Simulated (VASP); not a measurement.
A run of VASP 6.6.1 is set up as follows.

Contents of INCAR:

```
SYSTEM = Bi2Te3
ALGO     = Normal         ! electronic algorithm
DIPOL    = 0.5 0.5 0.500
EDIFF    = 1E-6           ! SCF threshold, eV
ENCUT    = 520            ! plane-wave cutoff, eV
GGA      = PE             ! functional
IDIPOL   = 3            
ISIF     = 2              ! what is computed and relaxed
ISMEAR   = 0              ! smearing method
IVDW     = 12             ! dispersion correction
LASPH    = .True.         ! aspherical terms in the spheres
LCHARG   = .False.        ! write CHGCAR
LDIPOL   = .True.       
LREAL    = .False.        ! projectors in reciprocal space
LWAVE    = .False.        ! write WAVECAR
NBANDS   = 32             ! bands
NELM     = 100            ! most SCF steps
PREC     = Accurate       ! precision mode
SIGMA    = 0.02           ! smearing width, eV
```

The input KPOINTS:

```
k-points
0
Gamma
  6 6 1
  0 0 0
```

Contents of POSCAR:

```
Bi2Te3
1.0
    4.1757490693      0.0000000000      0.0000000000
   -2.0878745347      3.6163047739      0.0000000000
    0.0000000000      0.0000000000     41.0301608556
Te Bi
3 2
Direct
    0.0000000000      0.0000000000      0.4038751127
    0.6666666667      0.3333333333      0.5000000000
    0.3333333333      0.6666666667      0.5961248873
    0.3333333333      0.6666666667      0.4483345189
    0.0000000000      0.0000000000      0.5516654811
```

Potentials or basis: VASP PAW PBE potentials, release 64 (Te, Bi_d).

Run with:

```sh
$ cat potpaw_PBE.64/Te/POTCAR potpaw_PBE.64/Bi_d/POTCAR > POTCAR
$ mpirun -np 1 vasp_std > vasp.out
```

Estimate the largest force.

0.014 eV/Å.

Predict the dispersion energy per atom.

-0.379 eV.

Forces in eV/Å, atoms in the order of the input:
```
Te   0.000  0.000 -0.014
Te   0.000  0.000  0.000
Te   0.000  0.000  0.014
Bi   0.000  0.000  0.013
Bi   0.000  0.000 -0.013
```

Caveat: the cell differs from its parent crystal (biaxial strain -0.040, then relaxed in part).
